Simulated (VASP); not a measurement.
Wanted: the native input for a VASP 6.6.1 run.

```
Task                   : single point
Functional             : r2SCAN
Potentials or basis    : VASP PAW PBE potentials, release 64 (Cd_sv_GW, S)
Cutoff                 : 700 eV
k mesh                 : 6 × 6 × 4
Occupations            : fermi-dirac, width 0.1 eV
Spin                   : no spin polarisation
Dipole correction      : no
Further INCAR settings : ALGO = Normal; EDIFF = 1e-06; NBANDS = 20
```

CdS:

```xyz
2
Lattice="4.2326 0.0000 0.0000 -2.1163 3.6655 0.0000 0.0000 0.0000 5.7652" Properties=species:S:1:pos:R:3 pbc="T T T"
Cd    0.0000    0.0000    2.5522
S     2.1163    1.2218    2.5039
```

The input as run:

POSCAR

```
CdS
1.0
    4.2325706819      0.0000000000      0.0000000000
   -2.1162803745      3.6655122739      0.0000000000
    0.0000000000      0.0000000000      5.7652146652
Cd S
1 1
Direct
    0.0000000000      0.0000000000      0.4426900000
    0.6666666667      0.3333333333      0.4343100000
```

INCAR.step1

```
PREC = Accurate
ENCUT = 700
ISMEAR = -1
SIGMA = 0.1
LREAL = F
LASPH = T
NELM = 120
NBANDS = 20
GGA = PE
ALGO = Normal
EDIFF = 1E-5
LWAVE = T
LCHARG = F
GGA_COMPAT = F
```

INCAR.step2

```
PREC = Accurate
ENCUT = 700
EDIFF = 1E-6
ISMEAR = -1
SIGMA = 0.1
LREAL = F
LASPH = T
NELM = 120
ALGO = Normal
ISIF = 2
LWAVE = F
LCHARG = F
METAGGA = R2SCAN
LMIXTAU = T
NBANDS = 20
ISTART = 1
GGA_COMPAT = F
```

KPOINTS

```
regular mesh
0
Gamma
  6 6 4
```

Potentials or basis: VASP PAW PBE potentials, release 64 (Cd_sv_GW, S).

Launch:

```console
$ cat potpaw_PBE.64/Cd_sv_GW/POTCAR potpaw_PBE.64/S/POTCAR > POTCAR
$ cp INCAR.step1 INCAR
$ mpirun -np 1 vasp_std > vasp.out
$ cp INCAR.step2 INCAR
$ mpirun -np 1 vasp_std > vasp.out
```

It gave:

```
Pressure               : -0.3 GPa
Largest force          : 0.012 eV/Å
Band gap on the k mesh : 1.94 eV
```

Caveat: the PAW data sets were made with another functional, which shifts forces and pressure a little.

It took 2.2 min on 1 thread of Intel(R) Xeon(R) 6975P-C (Granite Rapids) (shared host), peak memory 0.34 GiB.
